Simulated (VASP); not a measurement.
# Ga2SnO3 (I4/mmm) in VASP: a series of runs

Runs on Ga2SnO3. Level: PBE. Tasks: relaxation of cell and atoms, single point.

Everything below comes from runs of VASP 6.6.1. Logs are shortened: lines on timing, memory, paths and dates and some standing lists are left out, and cuts for length are marked.

## Step 1: The cell of the first run

It takes space group I4/mmm (No. 139, tetragonal). Conventional cell: a = 7.379 Å, b = 7.379 Å, c = 7.085 Å, α = 90.00°, β = 90.00°, γ = 90.00°. Ga (site symmetry -4m2) has 2 O at 1.77 Å within 2.4 Å. Sn (site symmetry 4/mmm) has 6 O at 3.54 to 3.69 Å and 8 Ga at 4.09 Å within 4.7 Å. Within 2.4 Å of O (site symmetry mmm) lie 2 Ga at 1.77 Å. Within 4.7 Å of O (site symmetry 4/mmm) lie 2 Sn at 3.54 Å and 4 O at 3.69 Å and 8 Ga at 4.09 Å.

The cell was generated, and may not be a known phase.

## Step 2: Relaxation of cell and atoms, PBE

File INCAR:

```
SYSTEM = Ga2SnO3
PREC = Accurate ; ENCUT = 600
EDIFF = 1E-6 ; ISMEAR = 0
SIGMA = 0.1 ; LREAL = .FALSE.
LASPH = .TRUE. ; NELM = 60
ALGO = Normal ; ISIF = 3
LWAVE = .FALSE. ; LCHARG = .FALSE.
GGA = PE ; IBRION = 2
NSW = 90 ; EDIFFG = -0.04
```

File KPOINTS:

```
regular mesh
0
G
  4 4 4
  0 0 0
```

File POSCAR:

```
Ga2SnO3
1.0
   -3.6894895600      3.6894895600      3.5424898000
    3.6894895600     -3.6894895600      3.5424898000
    3.6894895600      3.6894895600     -3.5424898000
Ga Sn O
2 1 3
Direct
    0.7500000000      0.2500000000      0.5000000000
    0.2500000000      0.7500000000      0.5000000000
    0.5000000000      0.5000000000      0.0000000000
    0.5000000000      0.0000000000      0.5000000000
    0.0000000000      0.5000000000      0.5000000000
    0.0000000000      0.0000000000      0.0000000000
```

Potentials or basis: VASP PAW PBE potentials, release 64 (Ga_d, Sn_d, O).

Command:

```
$ cat potpaw_PBE.64/Ga_d/POTCAR potpaw_PBE.64/Sn_d/POTCAR potpaw_PBE.64/O/POTCAR > POTCAR
$ mpirun -np 1 vasp_std > vasp.out
```

OUTCAR:

```text
SYSTEM = Ga2SnO3
   PREC = Accurate
   ENCUT = 600
   EDIFF = 1E-6
   ISMEAR = 0
   LREAL = .FALSE.
   LASPH = .TRUE.
   NELM = 60
   ISIF = 3
   GGA = PE
   IBRION = 2
   NSW = 90
   EDIFFG = -0.04

 ion  position               nearest neighbor table
   1  0.750  0.250  0.500-   4 1.77   5 1.77
   2  0.250  0.750  0.500-   4 1.77   5 1.77
   3  0.500  0.500  0.000-
   4  0.500  0.000  0.500-   1 1.77   2 1.77
   5  0.000  0.500  0.500-   1 1.77   2 1.77
   6  0.000  0.000  0.000-

  LATTYP: Found a body centered tetragonal cell.
 ALAT       =     7.3789791200
 C/A-ratio  =     0.9601571552

  Lattice vectors:

 A1 = (  -3.6894895600,   3.6894895600,   3.5424898000)
 A2 = (   3.6894895600,  -3.6894895600,   3.5424898000)
 A3 = (   3.6894895600,   3.6894895600,  -3.5424898000)

Analysis of symmetry for initial positions (statically):
=====================================================================
 Subroutine PRICEL returns:
 Original cell was already a primitive cell.

 Routine SETGRP: Setting up the symmetry group for a
 body centered tetragonal supercell.

 Subroutine GETGRP returns: Found 16 space group operations
 (whereof 16 operations were pure point group operations)
 out of a pool of 16 trial point group operations.

The static configuration has the point symmetry D_4h.

Analysis of symmetry for dynamics (positions and initial velocities):
=====================================================================
 Subroutine PRICEL returns:
 Original cell was already a primitive cell.

 Routine SETGRP: Setting up the symmetry group for a
 body centered tetragonal supercell.

 Subroutine GETGRP returns: Found 16 space group operations
 (whereof 16 operations were pure point group operations)
 out of a pool of 16 trial point group operations.

The dynamic configuration has the point symmetry D_4h.

 Subroutine INISYM returns: Found 16 space group operations
 (whereof 16 operations are pure point group operations),
 and found     1 'primitive' translations

----------------------------------------------------------------------------------------

                                     Primitive cell

  volume of cell :     192.8862

  direct lattice vectors                    reciprocal lattice vectors
    -3.689489560  3.689489560  3.542489800     0.000000000  0.135520102  0.141143667
[... 83 lines left out ...]
   LREAL  =      F    real-space projection
   EDIFFG = -.4E-01   stopping-criterion for IOM
   NSW    =     90    number of steps for IOM
   IBRION =      2    ionic relax: 0-MD 1-quasi-New 2-CG
   NFREE  =      1    steps in history (QN), initial steepest desc. (CG)
   ISIF   =      3    stress and relaxation
   ISYM   =      2    0-nonsym 1-usesym 2-fastsym
   POTIM  = 0.5000    time-step for ionic-motion
   TEBEG  =    0.0;   TEEND  =   0.0 temperature during run
   PSTRESS=    0.0 pullay stress
   NELECT =      58.0000    total number of electrons
   NUPDOWN=      -1.0000    fix difference up-down
   EMIN   =  10.00;   EMAX   =-10.00  energy-range for DOS
   EFERMI =   0.00;   METHOD = LEGACY
   ISMEAR =     0;   SIGMA  =   0.10  broadening in eV -4-tet -1-fermi 0-gaus
   EFERMI_NEDOS =   21; number of points for ismear=-14 and -15
   IALGO  =     38    algorithm
   IMIX   =      4    mixing-type and parameters
     AMIX     =   0.40;   BMIX     =  1.00
     AMIX_MAG =   1.60;   BMIX_MAG =  1.00
  volume/ion in A,a.u.               =      32.15       216.94
  Fermi-wavevector in a.u.,A,eV,Ry     =   1.096774  2.072602 16.366625  1.202913
  Thomas-Fermi vector in A             =   2.233122
   LORBIT       =      0    0 simple, 1 ext, 2 COOP (PROOUT), +10 PAW based schemes
   GGA     = PE    functional components
   LHFCALC =     F    Hartree Fock is set to
   AEXX    =    0.0000 exact exchange contribution
   IVDW    =     0    specifies the selected vdW correction
   LEPSILON=     F    determine dielectric tensor
   LRPA    =     F    only Hartree local field effects (RPA)
 conjugate gradient relaxation of ions
 non-spin polarized calculation
 Gauss-broadening in eV      SIGMA  =   0.10
  energy-cutoff  :      600.00
  volume of cell :      192.89
 maximum number of plane-waves:      6475
   NGX = 25   NGY = 25   NGZ = 25

--------------------------------------- Ionic step        1  -------------------------------------------

 number of electron      58.0000012 magnetization

 Free energy of the ion-electron system (eV)
  ---------------------------------------------------
  ext. energy  EPLUGINS =         0.00000000
  ---------------------------------------------------
  free energy    TOTEN  =       -22.78361222 eV

  energy without entropy =      -22.74867059  energy(sigma->0) =      -22.76614140

------------------------ aborting loop because EDIFF is reached ----------------------------------------

  FORCE on cell =-STRESS in cart. coord.  units (eV):
  Direction    XX          YY          ZZ          XY          YZ          ZX
  --------------------------------------------------------------------------------------
  -------------------------------------------------------------------------------------
  Total       -2.9482060     -2.9482060     -2.1065444      0.0000000      0.0000000      0.0000000
  in kB      -24.4887853    -24.4887853    -17.4976622      0.0000000      0.0000000      0.0000000
  external PRESSURE =     -22.1584109 kB  Pullay stress =       0.0000000 kB
[... 101 lines left out ...]
  FREE ENERGIE OF THE ION-ELECTRON SYSTEM (eV)
  ---------------------------------------------------
  free  energy   TOTEN  =       -23.0013565459 eV

  energy  without entropy=      -22.9755574746  energy(sigma->0) =      -22.98845701

[... ionic steps 4 to 11 ...]

--------------------------------------- Ionic step       12  -------------------------------------------

 number of electron      57.9999995 magnetization

------------------------ aborting loop because EDIFF is reached ----------------------------------------
[... 75 lines left out ...]
--------------------------------------- Ionic step       14  -------------------------------------------

 number of electron      57.9999996 magnetization

 Free energy of the ion-electron system (eV)
  ---------------------------------------------------
  ext. energy  EPLUGINS =         0.00000000
  ---------------------------------------------------
  free energy    TOTEN  =       -24.52366701 eV

  energy without entropy =      -24.48960235  energy(sigma->0) =      -24.50663468

 E-fermi :   3.8061     XC(G=0):  -9.9356

 val. band max:        3.7287762908   @ k =   0.5000   0.5000   0.0000
 cond. band min:       3.8278824823   @ k =  -0.2500   0.2500   0.0000
 fundamental gap:      0.0991061915
 Fermi energy:         3.8060624555

 k-point     1 :       0.0000    0.0000    0.0000
  band No.  band energies     occupation
      1     -17.8374      2.00000
      2     -17.7717      2.00000
      3     -17.7163      2.00000
      4     -17.7163      2.00000
      5     -17.6836      2.00000
      6     -15.6723      2.00000
[... 503 lines left out ...]
  FREE ENERGIE OF THE ION-ELECTRON SYSTEM (eV)
  ---------------------------------------------------
  free  energy   TOTEN  =       -24.5236670076 eV

  energy  without entropy=      -24.4896023542  energy(sigma->0) =      -24.50663468

 reached required accuracy - stopping structural energy minimisation
```

OSZICAR:

```text
N       E                     dE             d eps       ncg     rms          rms(c)
[... 208 lines left out ...]
DAV:   2    -0.245730453939E+02    0.90296E-01   -0.77502E-01  1064   0.614E+00    0.164E+00
DAV:   3    -0.245512856517E+02    0.21760E-01   -0.54079E-01  1152   0.316E+00    0.133E+00
DAV:   4    -0.245297866939E+02    0.21499E-01   -0.18573E-01  1218   0.175E+00    0.486E-01
DAV:   5    -0.245240740520E+02    0.57126E-02   -0.16140E-02  1204   0.110E+00    0.131E-01
DAV:   6    -0.245237080287E+02    0.36602E-03   -0.29691E-03  1012   0.461E-01    0.493E-02
DAV:   7    -0.245236654606E+02    0.42568E-04   -0.31817E-04  1146   0.152E-01    0.150E-02
DAV:   8    -0.245236668279E+02   -0.13673E-05   -0.35775E-05  1014   0.463E-02    0.534E-03
DAV:   9    -0.245236670076E+02   -0.17969E-06   -0.40654E-06   908   0.135E-02
  14 F= -.24523667E+02 E0= -.24506635E+02  d E =-.124046E-01
```

Run time: 57 min. Hardware: 1 thread of Intel Xeon 8259CL, shared host; peak memory 0.45 GiB.

What came out:

```
Free energy                           : -24.5237 eV
Relaxed volume                        : 17.45 Å³/atom
Relaxed cell                          : a = 5.303 Å, b = 5.303 Å, c = 5.303 Å, α = 120.49°, β = 120.49°, γ = 89.16°
Space group after relaxing (to 0.1 Å) : I4/mmm (No. 139)
Energy gained by relaxing             : 290.0 meV/atom
Ionic steps                           : 14
Pressure after relaxing               : -0.3 GPa
Band gap on the k mesh                : zero (bands 29 and 30 overlap by 0.23 eV)
```

Stress tensor (GPa, compression positive):
```
-0.31  0.00  0.00
 0.00 -0.31  0.00
 0.00  0.00 -0.16
```

The path:
| step | energy change (eV) | largest force (eV/Å) | pressure (GPa) | volume (Å³) |
| --- | --- | --- | --- | --- |
| 1 | 0.0000 | 0.0000 | -2.22 | 192.89 |
| 2 | -0.1451 | 0.0000 | -1.17 | 180.74 |
| 3 | -0.2177 | 0.0000 | 0.35 | 168.77 |
| 4 | -0.2735 | 0.0000 | 0.35 | 166.00 |
| 5 | -0.4463 | 0.0000 | 0.40 | 157.83 |
| 6 | -0.7986 | 0.0000 | 0.93 | 142.07 |
| 7 | -1.3070 | 0.0000 | 4.94 | 112.95 |
| 8 | -1.6323 | 0.0000 | 1.39 | 110.71 |
| 9 | -1.6976 | 0.0000 | 0.13 | 109.39 |
| 10 | -1.7254 | 0.0000 | -1.75 | 106.49 |
| 11 | -1.7279 | 0.0000 | -1.30 | 107.30 |
| 12 | -1.7277 | 0.0000 | -1.20 | 107.46 |
| 13 | -1.7351 | 0.0000 | -0.75 | 106.10 |
| 14 | -1.7401 | 0.0000 | -0.26 | 104.68 |

Final structure:
```cif
data_structure
_symmetry_space_group_name_H-M 'P 1'
_symmetry_Int_Tables_number 1
_cell_length_a 5.3032
_cell_length_b 5.3032
_cell_length_c 5.3032
_cell_angle_alpha 120.486
_cell_angle_beta 120.486
_cell_angle_gamma 89.160
_cell_volume 104.68
loop_
_atom_site_label
_atom_site_type_symbol
_atom_site_fract_x
_atom_site_fract_y
_atom_site_fract_z
_atom_site_occupancy
Ga1 Ga 0.75000 0.25000 0.50000 1
Ga2 Ga 0.25000 0.75000 0.50000 1
Sn1 Sn 0.50000 0.50000 0.00000 1
O1 O 0.50000 0.00000 0.50000 1
O2 O 0.00000 0.50000 0.50000 1
O3 O 0.00000 0.00000 0.00000 1
```

Levels at points of the mesh, in eV from the Fermi level:
| k point | band 26 | band 27 | band 28 | band 29 | band 30 | band 31 |
| --- | --- | --- | --- | --- | --- | --- |
| (0.00, 0.00, 0.00) | -1.83 | -1.32 | 0.07 | 0.07 | 0.50 | 0.50 |
| (0.50, 0.00, 0.00) | -1.37 | -1.22 | -1.00 | 0.05 | 0.56 | 0.65 |
| (0.50, 0.50, 0.00) | -2.76 | -1.33 | -0.99 | -0.50 | -0.08 | 1.76 |
| (0.50, 0.50, 0.50) | -1.49 | -1.22 | 0.07 | 0.07 | 0.35 | 1.91 |

Caveat: the volume moved by over 15 % at a fixed basis, so the end points are rough; spin-orbit coupling is left out, which moves the levels of the heavy elements.

## Step 3: Single point, PBE

This run uses another cell than the first one, of 17.69 Å³/atom.

File INCAR:

```
PREC = Accurate
ENCUT = 520
EDIFF = 1E-6
ISMEAR = 0
SIGMA = 0.1
LREAL = F
LASPH = T
NELM = 80
ALGO = Normal
ISIF = 2
LWAVE = F
LCHARG = F
GGA = PE
NBANDS = 38
```

File KPOINTS:

```
Automatic mesh
0
Gamma
  10 10 10
```

POSCAR: that of step 2 with these lines changed.

```diff
@@ -2,5 +2,5 @@
 1.0
-   -3.6894895600      3.6894895600      3.5424898000
-    3.6894895600     -3.6894895600      3.5424898000
-    3.6894895600      3.6894895600     -3.5424898000
+   -2.6691098916      2.6691098916      3.7239750847
+    2.6691098916     -2.6691098916      3.7239750847
+    2.6691098916      2.6691098916     -3.7239750847
 Ga Sn O
```

Potentials or basis: VASP PAW PBE potentials, release 64 (Ga_d, Sn_d, O).

Command:

```
$ cat potpaw_PBE.64/Ga_d/POTCAR potpaw_PBE.64/Sn_d/POTCAR potpaw_PBE.64/O/POTCAR > POTCAR
$ mpirun -np 1 vasp_std > vasp.out
```

Wall time 17 min (1 thread of Intel Xeon 8259CL, shared host); peak memory 0.5 GiB.

It converged, with:

```
Free energy            : -24.4409 eV
Pressure               : 0.1 GPa
Band gap on the k mesh : zero (bands 29 and 30 overlap by 0.33 eV)
```

Stress tensor (GPa, compression positive):
```
-0.08  0.00  0.00
 0.00 -0.08  0.00
 0.00  0.00  0.55
```

Levels at points of the mesh, in eV from the Fermi level:
| k point | band 26 | band 27 | band 28 | band 29 | band 30 | band 31 | band 32 | band 33 |
| --- | --- | --- | --- | --- | --- | --- | --- | --- |
| (0.00, 0.00, 0.00) | -1.75 | -1.37 | 0.05 | 0.05 | 0.49 | 0.49 | 1.18 | 3.47 |
| (0.50, 0.00, 0.00) | -1.35 | -1.22 | -0.94 | 0.02 | 0.59 | 0.66 | 1.90 | 2.51 |
| (0.50, 0.50, 0.00) | -2.75 | -1.56 | -0.92 | -0.41 | -0.02 | 1.57 | 1.87 | 2.79 |
| (0.50, 0.50, 0.50) | -1.56 | -1.19 | 0.04 | 0.04 | 0.40 | 1.87 | 1.87 | 3.94 |

Caveat: spin-orbit coupling is left out, which moves the levels of the heavy elements.

The gap in the log of VASP goes by the Fermi energy; the results here count the filled bands.